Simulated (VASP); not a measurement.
# VTeSe (P-6m2) in VASP: notebook

Runs on VTeSe. Level: PBE. Tasks: single point.

Everything below comes from runs of VASP 6.6.1. Logs are shortened: lines on timing, memory, paths and dates and some standing lists are left out, and cuts for length are marked.

## 1. The cell of the first run

The structure is hexagonal, space group P-6m2 (No. 187). Conventional cell: a = 4.487 Å, b = 4.487 Å, c = 5.443 Å, α = 90.00°, β = 90.00°, γ = 120.00°. V (site symmetry -6m2) has 3 Te at 2.59 Å within 3.4 Å. Within 3.4 Å of Te (site symmetry -6m2) lie 3 V at 2.59 Å. Within 4.9 Å of Se (site symmetry -6m2) lie 6 V at 3.76 Å and 6 Te at 3.76 Å and 6 Se at 4.49 Å.

The cell was built from a structure type or drawn by symmetry, and may not be a known phase.

## 2. Single point, PBE, collinear spin, ferromagnetic start

INCAR reads:

```
SYSTEM = VTeSe
  PREC = Accurate
  ENCUT = 520
  EDIFF = 1E-6
  ISMEAR = 0
  SIGMA = 0.1
  LREAL = .False.
  LASPH = .True.
  NELM = 150
  ALGO = Normal
  ISIF = 2
  LWAVE = .False.
  LCHARG = .False.
  ISPIN = 2
  MAGMOM = 2 0 0
  LORBIT = 11
  LMAXMIX = 4
  GGA = PE
  NBANDS = 24
```

KPOINTS reads:

```
Automatic mesh
0
Gamma
  6 6 4
  0 0 0
```

POSCAR reads:

```
VTeSe
1.0
    4.4869945800      0.0000000000      0.0000000000
   -2.2434972900      3.8858512900      0.0000000000
    0.0000000000      0.0000000000      5.4434729800
V Te Se
1 1 1
Direct
    0.3333333300      0.6666666700      0.5000000000
    0.6666666700      0.3333333300      0.5000000000
    0.0000000000      0.0000000000      0.0000000000
```

Potentials or basis: VASP PAW PBE potentials, release 64 (V_sv, Te, Se).

The run is started by

```sh
$ cat potpaw_PBE.64/V_sv/POTCAR potpaw_PBE.64/Te/POTCAR potpaw_PBE.64/Se/POTCAR > POTCAR
$ mpirun -np 1 vasp_std > vasp.out
```

OUTCAR:

```text
SYSTEM = VTeSe
   PREC = Accurate
   ENCUT = 520
   EDIFF = 1E-6
   ISMEAR = 0
   LREAL = .False.
   LASPH = .True.
   NELM = 150
   ISIF = 2
   ISPIN = 2
   LORBIT = 11
   GGA = PE

 ion  position               nearest neighbor table
   1  0.333  0.667  0.500-   2 2.59   2 2.59   2 2.59
   2  0.667  0.333  0.500-   1 2.59   1 2.59   1 2.59
   3  0.000  0.000  0.000-

  LATTYP: Found a hexagonal cell.
 ALAT       =     4.4869945800
 C/A-ratio  =     1.2131668276

  Lattice vectors:

 A1 = (   4.4869945800,   0.0000000000,   0.0000000000)
 A2 = (  -2.2434972900,   3.8858512900,   0.0000000000)
 A3 = (   0.0000000000,   0.0000000000,   5.4434729800)

Analysis of symmetry for initial positions (statically):
=====================================================================
 Subroutine PRICEL returns:
 Original cell was already a primitive cell.

 Routine SETGRP: Setting up the symmetry group for a
 hexagonal supercell.

 Subroutine GETGRP returns: Found 12 space group operations
 (whereof 12 operations were pure point group operations)
 out of a pool of 24 trial point group operations.

The static configuration has the point symmetry D_3h.

Analysis of symmetry for dynamics (positions and initial velocities):
=====================================================================
 Subroutine PRICEL returns:
 Original cell was already a primitive cell.

 Routine SETGRP: Setting up the symmetry group for a
 hexagonal supercell.

 Subroutine GETGRP returns: Found 12 space group operations
 (whereof 12 operations were pure point group operations)
 out of a pool of 24 trial point group operations.

The dynamic configuration has the point symmetry D_3h.

Analysis of structural, dynamic, and magnetic symmetry:
=====================================================================
 Subroutine PRICEL returns:
 Original cell was already a primitive cell.

 Routine SETGRP: Setting up the symmetry group for a
 hexagonal supercell.

 Subroutine GETGRP returns: Found 12 space group operations
 (whereof 12 operations were pure point group operations)
 out of a pool of 24 trial point group operations.

The overall configuration has the point symmetry D_3h.

 Subroutine INISYM returns: Found 12 space group operations
 (whereof 12 operations are pure point group operations),
 and found     1 'primitive' translations

----------------------------------------------------------------------------------------

                                     Primitive cell

  volume of cell :      94.9113

  direct lattice vectors                    reciprocal lattice vectors
     4.486994580  0.000000000  0.000000000     0.222866327  0.128671934  0.000000000
    -2.243497290  3.885851290  0.000000000     0.000000000  0.257343868  0.000000000
     0.000000000  0.000000000  5.443472980     0.000000000  0.000000000  0.183706249

  length of vectors
     4.486994580  4.486994577  5.443472980     0.257343867  0.257343868  0.183706249

  position of ions in fractional coordinates (direct lattice)
     0.333333330  0.666666670  0.500000000
     0.666666670  0.333333330  0.500000000
     0.000000000  0.000000000  0.000000000

  ion indices of the primitive-cell ions
   primitive index   ion index
                 1           1
                 2           2
                 3           3

----------------------------------------------------------------------------------------

 KPOINTS: Automatic mesh

Automatic generation of k-mesh.
 Grid dimensions read from file:
 generate k-points for:    6    6    4

 Generating k-lattice:

  Cartesian coordinates                     Fractional coordinates (reciprocal lattice)
     0.037144388  0.021445322  0.000000000     0.166666667  0.000000000  0.000000000
     0.000000000  0.042890645  0.000000000     0.000000000  0.166666667  0.000000000
     0.000000000  0.000000000  0.045926562     0.000000000  0.000000000  0.250000000

  Length of vectors
     0.042890645  0.042890645  0.045926562

  Shift w.r.t. Gamma in fractional coordinates (k-lattice)
     0.000000000  0.000000000  0.000000000

 Subroutine IBZKPT returns following result:
 ===========================================

 Found     21 irreducible k-points:

 Following reciprocal coordinates:
            Coordinates               Weight
  0.000000  0.000000  0.000000      1.000000
  0.166667  0.000000  0.000000      6.000000
  0.333333  0.000000  0.000000      6.000000
  0.500000  0.000000  0.000000      3.000000
  0.166667  0.166667  0.000000      6.000000
  0.333333  0.166667  0.000000     12.000000
[... 13 lines left out ...]
  0.333333  0.166667  0.500000     12.000000
  0.333333  0.333333  0.500000      2.000000
   k-points           NKPTS =     21   k-points in BZ     NKDIM =     21   number of bands    NBANDS=     24
   number of dos      NEDOS =    301   number of ions     NIONS =      3
   total plane-waves  NPLWV =  51840
   dimension x,y,z NGX =    36 NGY =   36 NGZ =   40
   dimension x,y,z NGXF=    72 NGYF=   72 NGZF=   80
   ions per type =               1   1   1
   NGX,Y,Z   is equivalent  to a cutoff of  13.34, 13.34, 12.22 a.u.
   NGXF,Y,Z  is equivalent  to a cutoff of  26.68, 26.68, 24.43 a.u.
 SYSTEM =  VTeSe
   PREC   = accura    normal or accurate (medium, high low for compatibility)
   ISTART =      0    job   : 0-new  1-cont  2-samecut
   ICHARG =      2    charge: 1-file 2-atom 10-const
   ISPIN  =      2    spin polarized calculation?
   LNONCOLLINEAR =      F non collinear calculations
   LSORBIT =      F    spin-orbit coupling
   LASPH  =      T    aspherical Exc in radial PAW
   ENCUT  =  520.0 eV  38.22 Ry    6.18 a.u.   8.34  8.34 10.12*2*pi/ulx,y,z
   NELM   =    150;   NELMIN=  2; NELMDL= -5     # of ELM steps
   EDIFF  = 0.1E-05   stopping-criterion for ELM
   LREAL  =      F    real-space projection
   EDIFFG = 0.1E-04   stopping-criterion for IOM
   NSW    =      0    number of steps for IOM
   IBRION =     -1    ionic relax: 0-MD 1-quasi-New 2-CG
   NFREE  =      0    steps in history (QN), initial steepest desc. (CG)
   ISIF   =      2    stress and relaxation
   ISYM   =      2    0-nonsym 1-usesym 2-fastsym
   POTIM  = 0.5000    time-step for ionic-motion
   TEBEG  =    0.0;   TEEND  =   0.0 temperature during run
   PSTRESS=    0.0 pullay stress
   NELECT =      25.0000    total number of electrons
   NUPDOWN=      -1.0000    fix difference up-down
   EMIN   =  10.00;   EMAX   =-10.00  energy-range for DOS
   EFERMI =   0.00;   METHOD = LEGACY
   ISMEAR =     0;   SIGMA  =   0.10  broadening in eV -4-tet -1-fermi 0-gaus
   EFERMI_NEDOS =   21; number of points for ismear=-14 and -15
   IALGO  =     38    algorithm
   IMIX   =      4    mixing-type and parameters
     AMIX     =   0.40;   BMIX     =  1.00
     AMIX_MAG =   1.60;   BMIX_MAG =  1.00
  volume/ion in A,a.u.               =      31.64       213.50
  Fermi-wavevector in a.u.,A,eV,Ry     =   1.049419  1.983114 14.983826  1.101280
  Thomas-Fermi vector in A             =   2.184381
   LORBIT       =     11    0 simple, 1 ext, 2 COOP (PROOUT), +10 PAW based schemes
   GGA     = PE    functional components
   LHFCALC =     F    Hartree Fock is set to
   AEXX    =    0.0000 exact exchange contribution
   IVDW    =     0    specifies the selected vdW correction
   LEPSILON=     F    determine dielectric tensor
   LRPA    =     F    only Hartree local field effects (RPA)
 spin polarized calculation
 Gauss-broadening in eV      SIGMA  =   0.10
  energy-cutoff  :      520.00
  volume of cell :       94.91
 maximum number of plane-waves:      2571
 NGX is ok and might be reduce to    36
   NGX = 17   NGY = 17   NGZ = 21

 number of electron      24.9999997 magnetization       1.1821831

 Free energy of the ion-electron system (eV)
  ---------------------------------------------------
  ext. energy  EPLUGINS =         0.00000000
  ---------------------------------------------------
  free energy    TOTEN  =       -13.71069395 eV

  energy without entropy =      -13.68907939  energy(sigma->0) =      -13.69988667

 E-fermi :   3.0696     XC(G=0):  -8.6976

 val. band max:        3.0311265388   @ k =   0.3333   0.0000   0.2500
 cond. band min:       3.0761265913   @ k =   0.3333   0.1667   0.5000
 fundamental gap:      0.0450000525
 Fermi energy:         3.0696497475

 spin component 1

 k-point     1 :       0.0000    0.0000    0.0000
  band No.  band energies     occupation
      1     -62.0431      1.00000
      2     -35.9340      1.00000
      3     -35.9129      1.00000
      4     -35.9129      1.00000
      5      -8.8035      1.00000
      6      -7.3921      1.00000
[... 16 lines left out ...]
     23      11.9390      0.00000
     24      11.9390      0.00000
[... 516 lines left out ...]
      1     -62.0429      1.00000
      2     -35.9337      1.00000
      3     -35.9178      1.00000
      4     -35.9158      1.00000
      5      -7.9352      1.00000
      6      -7.6150      1.00000
[... 16 lines left out ...]
     23      12.2878      0.00000
     24      13.1430      0.00000
 Fermi energy:         3.0696497475

 spin component 2

 k-point     1 :       0.0000    0.0000    0.0000
  band No.  band energies     occupation
      1     -59.8316      1.00000
      2     -33.8111      1.00000
      3     -33.8111      1.00000
      4     -33.5531      1.00000
      5      -9.3353      1.00000
      6      -7.8604      1.00000
[... 16 lines left out ...]
     23      11.7014      0.00000
     24      12.2093      0.00000
[... 517 lines left out ...]
      2     -33.8172      1.00000
      3     -33.8146      1.00000
      4     -33.5527      1.00000
      5      -8.7717      1.00000
      6      -7.8504      1.00000
[... 16 lines left out ...]
     23      12.6866      0.00000
     24      12.8003      0.00000

------------------------ aborting loop because EDIFF is reached ----------------------------------------

  FORCE on cell =-STRESS in cart. coord.  units (eV):
  Direction    XX          YY          ZZ          XY          YZ          ZX
  --------------------------------------------------------------------------------------
  -------------------------------------------------------------------------------------
  Total       -0.2730896     -0.2730896     -4.4509879      0.0000000      0.0000000      0.0000000
  in kB       -4.6099690     -4.6099690    -75.1361967      0.0000000      0.0000000      0.0000000
  external PRESSURE =     -28.1187116 kB  Pullay stress =       0.0000000 kB

 VOLUME and BASIS-vectors are now :
 -----------------------------------------------------------------------------
  energy-cutoff  :      520.00
  volume of cell :       94.91
      direct lattice vectors                 reciprocal lattice vectors
     4.486994580  0.000000000  0.000000000     0.222866327  0.128671934  0.000000000
    -2.243497290  3.885851290  0.000000000     0.000000000  0.257343868  0.000000000
     0.000000000  0.000000000  5.443472980     0.000000000  0.000000000  0.183706249

 POSITION                                       TOTAL-FORCE (eV/Angst)
 -----------------------------------------------------------------------------------
     -0.00000      2.59057      2.72174        -0.000000      0.000000      0.000000
      2.24350      1.29528      2.72174         0.000000      0.000000      0.000000
      0.00000      0.00000      0.00000         0.000000      0.000000      0.000000
 -----------------------------------------------------------------------------------
    total drift:                                0.000040     -0.000023     -0.000000

  FREE ENERGIE OF THE ION-ELECTRON SYSTEM (eV)
  ---------------------------------------------------
  free  energy   TOTEN  =       -13.7106939526 eV

  energy  without entropy=      -13.6890793921  energy(sigma->0) =      -13.69988667

 total charge

# of ion       s       p       d       tot
------------------------------------------
    1        2.205   6.093   3.053  11.350
    2        1.363   2.047   0.046   3.456
    3        1.503   2.110   0.006   3.619
--------------------------------------------------
tot          5.071  10.249   3.105  18.426

 magnetization (x)

# of ion       s       p       d       tot
------------------------------------------
    1        0.030   0.012   2.186   2.229
    2       -0.020  -0.280   0.021  -0.279
    3       -0.012  -0.627   0.000  -0.638
--------------------------------------------------
tot         -0.001  -0.894   2.208   1.312
```

Wall time 1.8 min (1 thread of Intel Xeon Platinum 8259CL at 2.50GHz (Skylake/Cascade Lake), shared host); peak memory 0.3 GiB.

Results:

| Property | Result |
| --- | --- |
| Free energy | -13.7107 eV |
| Pressure | -2.8 GPa |
| Net moment | 1.18 μB per cell |
| Site moments | V +2.23; Te -0.28; Se -0.64 μB |
| Valence electrons inside the program's atomic spheres | V 11.35; Te 3.46; Se 3.62 |

Stress tensor (GPa, compression positive):
```
-0.46  0.00  0.00
 0.00 -0.46  0.00
 0.00  0.00 -7.51
```

Caveat: spin-orbit coupling is left out, which moves the levels of the heavy elements. With open d or f shells a metallic result of PBE can be an artefact of self-interaction; +U or a hybrid may open a gap.

(Continued in part 2 of 2.)
